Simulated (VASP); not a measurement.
# SiC (NiAs type) (P6_3/mmc) in VASP: notebook

Runs on SiC (NiAs type). Level: PBE. Tasks: single point.

All numbers are computed with VASP 6.6.1; they aren't measurements. Logs are shortened: lines on timing, memory, paths and dates and some standing lists are left out, and cuts for length are marked.

### 1 The cell of the first run

Symmetry: P6_3/mmc, No. 194, hexagonal system. The conventional cell has a = 2.417 Å, b = 2.417 Å, c = 4.133 Å, α = 90.00°, β = 90.00°, γ = 120.00°. Within 2.3 Å of Si (site symmetry -3m) lie 6 C at 1.74 Å and 2 Si at 2.07 Å. C (site symmetry -6m2) has 6 Si at 1.74 Å within 2.3 Å.

### 2 Single point, PBE

The input, INCAR:

```
SYSTEM = SiC
ALGO = Normal
EDIFF = 1E-6
ENCUT = 520
GGA = PE
ISIF = 2
ISMEAR = -1
LASPH = .True.
LCHARG = .False.
LREAL = .False.
LWAVE = .False.
NBANDS = 16
NELM = 100
PREC = Accurate
SIGMA = 0.05
```

The input, KPOINTS:

```
k-points
0
Gamma
  14 14 8
  0 0 0
```

The input, POSCAR:

```
SiC
1.0
    2.4172006841      0.0000000000      0.0000000000
   -1.2086003420      2.0933571984      0.0000000000
    0.0000000000      0.0000000000      4.1333033148
Si C
2 2
Direct
    0.0000000000      0.0000000000      0.0000000000
    0.0000000000      0.0000000000      0.5000000000
    0.3333333333      0.6666666667      0.2500000000
    0.6666666667      0.3333333333      0.7500000000
```

Potentials or basis: VASP PAW PBE potentials, release 64 (Si, C).

Command:

```bash
$ cat potpaw_PBE.64/Si/POTCAR potpaw_PBE.64/C/POTCAR > POTCAR
$ mpirun -np 1 vasp_std > vasp.out
```

OUTCAR:

```text
SYSTEM = SiC
   EDIFF = 1E-6
   ENCUT = 520
   GGA = PE
   ISIF = 2
   ISMEAR = -1
   LASPH = .True.
   LREAL = .False.
   NELM = 100
   PREC = Accurate

 ion  position               nearest neighbor table
   1  0.000  0.000  0.000-   3 1.74   4 1.74   3 1.74   4 1.74   4 1.74   3 1.74   2 2.07   2 2.07

   2  0.000  0.000  0.500-   3 1.74   4 1.74   3 1.74   4 1.74   4 1.74   3 1.74   1 2.07   1 2.07

   3  0.333  0.667  0.250-   1 1.74   2 1.74   1 1.74   2 1.74   1 1.74   2 1.74
   4  0.667  0.333  0.750-   1 1.74   2 1.74   1 1.74   2 1.74   1 1.74   2 1.74

  LATTYP: Found a hexagonal cell.
 ALAT       =     2.4172006841
 C/A-ratio  =     1.7099545528

  Lattice vectors:

 A1 = (   2.4172006841,   0.0000000000,   0.0000000000)
 A2 = (  -1.2086003420,   2.0933571984,   0.0000000000)
 A3 = (   0.0000000000,   0.0000000000,   4.1333033148)

Analysis of symmetry for initial positions (statically):
=====================================================================
 Subroutine PRICEL returns:
 Original cell was already a primitive cell.

 Routine SETGRP: Setting up the symmetry group for a
 hexagonal supercell.

 Subroutine GETGRP returns: Found 24 space group operations
 (whereof 12 operations were pure point group operations)
 out of a pool of 24 trial point group operations.

The static configuration has the point symmetry D_3d.
 The point group associated with its full space group is D_6h.

Analysis of symmetry for dynamics (positions and initial velocities):
=====================================================================
 Subroutine PRICEL returns:
 Original cell was already a primitive cell.

 Routine SETGRP: Setting up the symmetry group for a
 hexagonal supercell.

 Subroutine GETGRP returns: Found 24 space group operations
 (whereof 12 operations were pure point group operations)
 out of a pool of 24 trial point group operations.

The dynamic configuration has the point symmetry D_3d.
 The point group associated with its full space group is D_6h.

 Subroutine INISYM returns: Found 24 space group operations
 (whereof 12 operations are pure point group operations),
 and found     1 'primitive' translations

----------------------------------------------------------------------------------------

                                     Primitive cell

  volume of cell :      20.9148

  direct lattice vectors                    reciprocal lattice vectors
     2.417200684  0.000000000  0.000000000     0.413701687  0.238850780  0.000000000
    -1.208600342  2.093357198  0.000000000     0.000000000  0.477701560  0.000000000
     0.000000000  0.000000000  4.133303315     0.000000000  0.000000000  0.241937241

  length of vectors
     2.417200684  2.417200684  4.133303315     0.477701560  0.477701560  0.241937241

  position of ions in fractional coordinates (direct lattice)
     0.000000000  0.000000000  0.000000000
     0.000000000  0.000000000  0.500000000
     0.333333333  0.666666667  0.250000000
     0.666666667  0.333333333  0.750000000

  ion indices of the primitive-cell ions
   primitive index   ion index
                 1           1
                 2           2
                 3           3
                 4           4

----------------------------------------------------------------------------------------

 KPOINTS: k-points

Automatic generation of k-mesh.
 Grid dimensions read from file:
 generate k-points for:   14   14    8

 Generating k-lattice:

  Cartesian coordinates                     Fractional coordinates (reciprocal lattice)
     0.029550120  0.017060770  0.000000000     0.071428571 -0.000000000  0.000000000
     0.000000000  0.034121540  0.000000000     0.000000000  0.071428571  0.000000000
     0.000000000  0.000000000  0.030242155     0.000000000  0.000000000  0.125000000

  Length of vectors
     0.034121540  0.034121540  0.030242155

  Shift w.r.t. Gamma in fractional coordinates (k-lattice)
     0.000000000  0.000000000  0.000000000

 Subroutine IBZKPT returns following result:
 ===========================================

 Found    120 irreducible k-points:

 Following reciprocal coordinates:
            Coordinates               Weight
  0.000000  0.000000  0.000000      1.000000
  0.071429  0.000000  0.000000      6.000000
  0.142857 -0.000000  0.000000      6.000000
  0.214286  0.000000  0.000000      6.000000
  0.285714  0.000000  0.000000      6.000000
  0.357143  0.000000  0.000000      6.000000
[... 16 lines left out ...]
  0.285714  0.285714  0.000000      6.000000
  0.357143  0.285714  0.000000      6.000000
 [... further k-points ...]
   k-points           NKPTS =    120   k-points in BZ     NKDIM =    120   number of bands    NBANDS=     16
   number of dos      NEDOS =    301   number of ions     NIONS =      4
   total plane-waves  NPLWV =  10368
   dimension x,y,z NGX =    18 NGY =   18 NGZ =   32
   dimension x,y,z NGXF=    36 NGYF=   36 NGZF=   64
   ions per type =               2   2
   NGX,Y,Z   is equivalent  to a cutoff of  12.38, 12.38, 12.87 a.u.
   NGXF,Y,Z  is equivalent  to a cutoff of  24.76, 24.76, 25.74 a.u.
 SYSTEM =  SiC
   PREC   = accura    normal or accurate (medium, high low for compatibility)
   ISTART =      0    job   : 0-new  1-cont  2-samecut
   ICHARG =      2    charge: 1-file 2-atom 10-const
   ISPIN  =      1    spin polarized calculation?
   LNONCOLLINEAR =      F non collinear calculations
   LSORBIT =      F    spin-orbit coupling
   LASPH  =      T    aspherical Exc in radial PAW
   ENCUT  =  520.0 eV  38.22 Ry    6.18 a.u.   4.49  4.49  7.69*2*pi/ulx,y,z
   NELM   =    100;   NELMIN=  2; NELMDL= -5     # of ELM steps
   EDIFF  = 0.1E-05   stopping-criterion for ELM
   LREAL  =      F    real-space projection
[... 7 lines left out ...]
   TEBEG  =    0.0;   TEEND  =   0.0 temperature during run
   PSTRESS=    0.0 pullay stress
   NELECT =      16.0000    total number of electrons
   NUPDOWN=      -1.0000    fix difference up-down
   EMIN   =  10.00;   EMAX   =-10.00  energy-range for DOS
   EFERMI =   0.00;   METHOD = LEGACY
   ISMEAR =    -1;   SIGMA  =   0.05  broadening in eV -4-tet -1-fermi 0-gaus
   EFERMI_NEDOS =   21; number of points for ismear=-14 and -15
   IALGO  =     38    algorithm
   IMIX   =      4    mixing-type and parameters
     AMIX     =   0.40;   BMIX     =  1.00
     AMIX_MAG =   1.60;   BMIX_MAG =  1.00
  volume/ion in A,a.u.               =       5.23        35.28
  Fermi-wavevector in a.u.,A,eV,Ry     =   1.497259  2.829410 30.501347  2.241786
  Thomas-Fermi vector in A             =   2.609170
   LORBIT       =      0    0 simple, 1 ext, 2 COOP (PROOUT), +10 PAW based schemes
   GGA     = PE    functional components
   LHFCALC =     F    Hartree Fock is set to
   AEXX    =    0.0000 exact exchange contribution
   IVDW    =     0    specifies the selected vdW correction
   LEPSILON=     F    determine dielectric tensor
   LRPA    =     F    only Hartree local field effects (RPA)
 non-spin polarized calculation
  energy-cutoff  :      520.00
  volume of cell :       20.91
 maximum number of plane-waves:       592
 NGX is ok and might be reduce to    18
   NGX =  9   NGY =  9   NGZ = 15

 number of electron      16.0000000 magnetization

 Free energy of the ion-electron system (eV)
  ---------------------------------------------------
  ext. energy  EPLUGINS =         0.00000000
  ---------------------------------------------------
  free energy    TOTEN  =       -18.31261382 eV

  energy without entropy =      -18.31261343  energy(sigma->0) =      -18.31261362

 E-fermi :  21.2854     XC(G=0): -14.8856

 val. band max:       20.7957619393   @ k =   0.0000   0.0000   0.0000
 cond. band min:      21.7691934074   @ k =   0.5000   0.0000   0.0000
 fundamental gap:      0.9734314681
 Fermi energy:        21.2853588569

 k-point     1 :       0.0000    0.0000    0.0000
  band No.  band energies     occupation
      1      -3.8613      2.00000
      2       2.8144      2.00000
      3       4.4216      2.00000
      4      18.7440      2.00000
      5      18.7440      2.00000
      6      19.9120      2.00000
[... 8 lines left out ...]
     15      33.3958      0.00000
     16      33.3958      0.00000

 k-point     2 :       0.0714    0.0000    0.0000
  band No.  band energies     occupation
      1      -3.7084      2.00000
      2       2.9436      2.00000
      3       4.5738      2.00000
      4      17.8618      2.00000
      5      18.3972      2.00000
      6      19.8157      2.00000
[... 8 lines left out ...]
     15      32.7695      0.00000
     16      33.1469      0.00000

 k-point     3 :       0.1429   -0.0000    0.0000
  band No.  band energies     occupation
      1      -3.2510      2.00000
      2       3.3303      2.00000
      3       5.0266      2.00000
      4      15.7396      2.00000
      5      17.6273      2.00000
      6      18.7892      2.00000
[... 8 lines left out ...]
     15      33.9155      0.00000
     16      35.0194      0.00000

 k-point     4 :       0.2143    0.0000    0.0000
  band No.  band energies     occupation
      1      -2.4927      2.00000
      2       3.9707      2.00000
      3       5.7672      2.00000
      4      13.1693      2.00000
      5      16.7808      2.00000
      6      17.0158      2.00000
[... 8 lines left out ...]
     15      34.8776      0.00000
     16      36.0340      0.00000

 k-point     5 :       0.2857    0.0000    0.0000
  band No.  band energies     occupation
      1      -1.4398      2.00000
      2       4.8526      2.00000
      3       6.7703      2.00000
      4      10.5546      2.00000
      5      15.0297      2.00000
      6      16.0324      2.00000
[... 8 lines left out ...]
     15      36.8700      0.00000
     16      37.8992      0.00000

 k-point     6 :       0.3571    0.0000    0.0000
  band No.  band energies     occupation
      1      -0.1024      2.00000
      2       5.8960      2.00000
      3       7.9832      2.00000
      4       8.1331      2.00000
      5      12.9917      2.00000
      6      15.4624      2.00000
[... 8 lines left out ...]
     15      37.8030      0.00000
     16      39.1139      0.00000

 k-point     7 :       0.4286    0.0000    0.0000
  band No.  band energies     occupation
      1       1.5020      2.00000
      2       5.4264      2.00000
      3       7.6424      2.00000
      4       9.2592      2.00000
      5      11.0377      2.00000
      6      14.2107      2.00000
[... 8 lines left out ...]
     15      36.4997      0.00000
     16      39.2013      0.00000

 k-point     8 :       0.5000    0.0000    0.0000
  band No.  band energies     occupation
      1       3.1105      2.00000
      2       3.6604      2.00000
      3       8.8500      2.00000
      4       9.5418      2.00000
      5       9.9862      2.00000
      6      13.3588      2.00000
[... 8 lines left out ...]
     15      37.1791      0.00000
     16      38.5519      0.00000

 k-point     9 :       0.0714    0.0714    0.0000
  band No.  band energies     occupation
      1      -3.4033      2.00000
      2       3.2016      2.00000
      3       4.8764      2.00000
      4      16.6442      2.00000
      5      17.3588      2.00000
      6      19.5924      2.00000
[... 8 lines left out ...]
     15      33.7662      0.00000
     16      34.0482      0.00000
[... 172 lines left out ...]
 k-point    19 :       0.4286    0.1429    0.0000
  band No.  band energies     occupation
      1       3.5111      2.00000
      2       4.0982      2.00000
      3       9.2293      2.00000
      4       9.6156      2.00000
      5      10.3865      2.00000
      6      12.2711      2.00000
[... 8 lines left out ...]
     15      38.7995      0.00000
     16      38.9089      0.00000

 k-point    20 :       0.2143    0.2143    0.0000
  band No.  band energies     occupation
      1       0.1921      2.00000
      2       6.1684      2.00000
      3       8.2649      2.00000
      4       9.8036      2.00000
      5      10.5776      2.00000
      6      15.1023      2.00000
[... 8 lines left out ...]
     15      36.8091      0.00000
     16      37.9206      0.00000

 k-point    21 :       0.2857    0.2143    0.0000
  band No.  band energies     occupation
      1       1.6474      2.00000
      2       6.8490      2.00000
      3       8.2823      2.00000
      4       9.4960      2.00000
      5       9.7285      2.00000
      6      13.2730      2.00000
[... 8 lines left out ...]
     15      37.7985      0.00000
     16      38.9094      0.00000

 k-point    22 :       0.3571    0.2143    0.0000
  band No.  band energies     occupation
      1       3.3306      2.00000
      2       5.3384      2.00000
      3       8.7481      2.00000
      4       9.5917      2.00000
      5      10.6453      2.00000
      6      11.6320      2.00000
[... 8 lines left out ...]
     15      37.6415      0.00000
     16      39.4976      0.00000

 k-point    23 :       0.2857    0.2857    0.0000
  band No.  band energies     occupation
      1       3.2027      2.00000
      2       6.5164      2.00000
      3       7.7531      2.00000
      4       9.3147      2.00000
      5      10.7027      2.00000
      6      12.5881      2.00000
[... 8 lines left out ...]
     15      36.8363      0.00000
     16      39.6077      0.00000

 k-point    24 :       0.3571    0.2857    0.0000
  band No.  band energies     occupation
      1       4.6970      2.00000
      2       5.2636      2.00000
      3       7.2417      2.00000
      4      10.2747      2.00000
      5      11.5596      2.00000
      6      11.5719      2.00000
[... 8 lines left out ...]
     15      37.2477      0.00000
     16      39.6527      0.00000

 [... further k-points ...]

------------------------ aborting loop because EDIFF is reached ----------------------------------------

  FORCE on cell =-STRESS in cart. coord.  units (eV):
  Direction    XX          YY          ZZ          XY          YZ          ZX
  --------------------------------------------------------------------------------------
  -------------------------------------------------------------------------------------
  Total       41.7313861     41.7313861     41.5494853      0.0000000      0.0000000      0.0000000
  in kB     3196.8338669   3196.8338667   3182.8993502      0.0000001      0.0000000      0.0000000
  external PRESSURE =    3192.1890279 kB  Pullay stress =       0.0000000 kB

 VOLUME and BASIS-vectors are now :
 -----------------------------------------------------------------------------
  energy-cutoff  :      520.00
  volume of cell :       20.91
      direct lattice vectors                 reciprocal lattice vectors
     2.417200684  0.000000000  0.000000000     0.413701687  0.238850780  0.000000000
    -1.208600342  2.093357198  0.000000000     0.000000000  0.477701560  0.000000000
     0.000000000  0.000000000  4.133303315     0.000000000  0.000000000  0.241937241

 POSITION                                       TOTAL-FORCE (eV/Angst)
 -----------------------------------------------------------------------------------
      0.00000      0.00000      0.00000        -0.000000      0.000000     -0.000000
      0.00000      0.00000      2.06665         0.000000      0.000000     -0.000000
     -0.00000      1.39557      1.03333        -0.000000      0.000000     -0.000000
      1.20860      0.69779      3.09998         0.000000     -0.000000      0.000000
 -----------------------------------------------------------------------------------
    total drift:                                0.000000     -0.000000      0.000000

  FREE ENERGIE OF THE ION-ELECTRON SYSTEM (eV)
  ---------------------------------------------------
  free  energy   TOTEN  =       -18.3126138171 eV

  energy  without entropy=      -18.3126134314  energy(sigma->0) =      -18.31261362
```

Wall time 29 s (1 thread of Intel Xeon Platinum 8259CL at 2.50GHz (Skylake/Cascade Lake), shared host); peak memory 0.14 GiB.

Results:

| Quantity | Value |
| --- | --- |
| Free energy | -18.3126 eV |
| Pressure | 319.2 GPa |
| Band gap on the k mesh | 0.97 eV, indirect (least direct gap 3.54 eV) |

Stress tensor (GPa, compression positive):
```
319.68   0.00   0.00
  0.00 319.68   0.00
  0.00   0.00 318.29
```

A k mesh can miss the band edges. A hybrid or GW would open this gap; PBE tends to underestimate it.

### 3 Single point, PBE

The input, INCAR:

```
SYSTEM = SiC
  ALGO = Normal
  EDIFF = 1E-6
  ENCUT = 520
  GGA = PE
  ISIF = 2
  ISMEAR = -1
  LASPH = .TRUE.
  LCHARG = .FALSE.
  LREAL = .FALSE.
  LWAVE = .FALSE.
  NBANDS = 16
  NELM = 80
  PREC = Accurate
  SIGMA = 0.05
```

The input, KPOINTS:

```
k-points
0
G
  14 14 8
  0 0 0
```

POSCAR: that of step 2 with these lines changed.

```diff
@@ -2,3 +2,3 @@
 1.0
-    2.4172006841      0.0000000000      0.0000000000
+    2.4172006840      0.0000000000      0.0000000000
    -1.2086003420      2.0933571984      0.0000000000
```

Potentials or basis: VASP PAW PBE potentials, release 64 (Si, C).

Command:

```bash
$ cat potpaw_PBE.64/Si/POTCAR potpaw_PBE.64/C/POTCAR > POTCAR
$ mpirun -np 1 vasp_std > vasp.out
```

It took 24 s on 1 thread of Intel Xeon Platinum 8259CL at 2.50GHz (Skylake/Cascade Lake), shared host; peak memory 0.15 GiB.

Results (log left out):

* Free energy: -18.3126 eV
* Pressure: 319.2 GPa
* Band gap on the k mesh: 0.97 eV, indirect (least direct gap 3.54 eV)

Stress tensor (GPa, compression positive):
```
319.68   0.00   0.00
  0.00 319.68   0.00
  0.00   0.00 318.29
```

Levels at points of the mesh, in eV from the valence-band top:
| k point | band 5 | band 6 | band 7 | band 8 | band 9 | band 10 | band 11 | band 12 |
| --- | --- | --- | --- | --- | --- | --- | --- | --- |
| (0.00, 0.00, 0.00) | -2.05 | -0.88 | 0.00 | 0.00 | 4.69 | 10.09 | 10.89 | 10.89 |
| (0.50, 0.00, 0.00) | -10.81 | -7.44 | -5.81 | -2.57 | 0.97 | 5.75 | 8.05 | 8.99 |
| (0.00, 0.00, 0.50) | -1.05 | -1.05 | -1.05 | -1.05 | 9.27 | 9.27 | 9.27 | 9.27 |
| (0.50, 0.00, 0.50) | -5.30 | -5.30 | -4.51 | -4.51 | 2.36 | 2.36 | 6.77 | 6.77 |

A k mesh can miss the band edges. Expect the measured gap to be larger: semilocal functionals such as PBE lack the derivative discontinuity.

(Part 1 of 2 ends here.)
